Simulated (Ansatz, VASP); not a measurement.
## Two plane-wave programs on PbF2

INCAR

```
SYSTEM = PbF2
PREC = Accurate
ENCUT = 600
EDIFF = 1E-6
ISMEAR = -1
SIGMA = 0.05
LREAL = .False.
LASPH = .True.
NELM = 120
ALGO = Normal
ISIF = 2
LWAVE = .False.
LCHARG = .False.
GGA = CA
NBANDS = 21
GGA_COMPAT = .False.
```

Contents of KPOINTS:

```
regular mesh
0
Gamma
  7 7 7
  0 0 0
```

POSCAR

```
PbF2
1.0
    0.0000000000      3.0026599987      3.0026599987
    3.0026599987      0.0000000000      3.0026599987
    3.0026599987      3.0026599987      0.0000000000
Pb F
1 2
Direct
    0.0000000000      0.0000000000      0.0000000000
    0.7500000000      0.7500000000      0.7500000000
    0.2500000000      0.2500000000      0.2500000000
```

File input.yaml:

```yaml
crystal:
  lattice:
    - [0.0, 3.0026599987, 3.0026599987]
    - [3.0026599987, 0.0, 3.0026599987]
    - [3.0026599987, 3.0026599987, 0.0]
  atoms:
    - { symbol: Pb, position: [0.0, 0.0, 0.0] }
    - { symbol: F, position: [0.75, 0.75, 0.75] }
    - { symbol: F, position: [0.25, 0.25, 0.25] }
hamiltonian:
  xc: lda
  pseudopotentials: { kind: paw }
kpoints:
  mp_grid: { grid: [7, 7, 7] }
scf:
  occupations: { method: fermi_dirac, width: 0.05 }
output:
  forces: true
  stress: true
  eigenvalues: true
  write_density: true
  write_potential: true
  elf: true
  volumetric_format: npy
```

Alike in both runs: task single point; functional LDA; k mesh 7 × 7 × 7; occupations fermi-dirac, width 0.05 eV; no spin polarisation.

|  | VASP | Ansatz |
| --- | --- | --- |
| version | VASP 6.6.1 | Ansatz 0.2.0 |
| potentials or method | VASP PAW LDA potentials, release 64 (Pb_d, F) | Ansatz PAW |
| plane-wave cutoff (eV) | 600 | 420 |
| valence electrons in the cell | 28 | 28 |

```tsv
	VASP	Ansatz	Ansatz less VASP
gap on the k mesh at the Fermi level (eV)	4.26	4.30	+0.037
least direct gap on the mesh (eV)	4.48	4.51	+0.036
pressure (GPa)	-6.9	-6.8	+0.08
```

LDA's correlation is that of Perdew and Zunger in VASP and of Perdew and Wang (1992) in Ansatz.

Neither program's run includes spin-orbit coupling. Noted on Ansatz's run: odd divisions of the mesh miss points on the zone boundary, where band edges often lie, so the gap on the mesh can be too wide.
